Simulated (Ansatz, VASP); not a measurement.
## H2S in VASP and in Ansatz

```xyz
3
Lattice="8.0601 0.0000 0.0000 -4.0301 6.9803 0.0000 0.0000 0.0000 24.1396" Properties=species:S:1:pos:R:3 pbc="T T T"
S     2.5285    1.1107   14.2055
H     1.8083    2.2018   13.7812
H     3.6626    1.8576   14.2702
```

Alike in both runs: task single point; functional PBE; dispersion D3(BJ); k mesh 3 × 3 × 1; occupations gaussian, width 0.1 eV; no spin polarisation.

```csv
,VASP,Ansatz
version,VASP 6.6.1,Ansatz 0.2.0
potentials or method,"VASP PAW PBE potentials, release 64 (S, H), cutoff 520 eV","scalar-relativistic, plane waves, PAW"
valence electrons in the cell,8,8
```

Ansatz gave:

```
gap on the k mesh at the Fermi level (eV) : 4.96
rms of the force components (eV/Å)        : 0.275
```

Question: Estimate VASP's values.

Answer: gap on the k mesh at the Fermi level (eV): 4.99; rms of the force components (eV/Å): 0.317.

Atom by atom the forces differ by 0.047 eV/Å (rms over components).
